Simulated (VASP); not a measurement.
Input of a VASP 6.6.1 run:

Contents of INCAR:

```
ALGO = Normal ; EDIFF = 1E-6
ENCUT = 520 ; GGA = PS
ISIF = 2 ; ISMEAR = 0
LASPH = True ; LCHARG = False
LREAL = False ; LWAVE = False
NBANDS = 28 ; NELM = 80
PREC = Accurate ; SIGMA = 0.02
```

The input KPOINTS:

```
k-points
0
Gamma
  6 6 6
```

The input POSCAR:

```
PbSe
1.0
    0.0300921719     11.8606390911      3.2082425768
    3.0441937078      0.0329252436      3.1118410778
    3.0697852432     11.8421820681      0.1008916365
Pb Se
2 2
Direct
    0.1129351925      0.7890527041      0.2725928031
    0.8649959453      0.2123207528      0.7475753523
    0.6846230796      0.2880877376      0.7071947231
    0.3034499859      0.6765398018      0.3066329182
```

Potentials or basis: VASP PAW PBE potentials, release 64 (Pb_d, Se).

Launch:

```sh
$ cat potpaw_PBE.64/Pb_d/POTCAR potpaw_PBE.64/Se/POTCAR > POTCAR
$ mpirun -np 1 vasp_std > vasp.out
```

Question: Predict the pressure.

Answer: 1.8 GPa.

Question: Predict the largest force.

Answer: 1.279 eV/Å.

Forces in eV/Å, atoms in the order of the input:
```
Pb  -0.369 -0.777  0.376
Pb   0.168  1.160 -0.514
Se   0.362 -1.003 -0.301
Se  -0.161  0.620  0.439
```

Caveat: the cell differs from its parent crystal (atoms moved at random and the cell strained at random); the PAW data sets were made with another functional, which shifts forces and pressure a little.
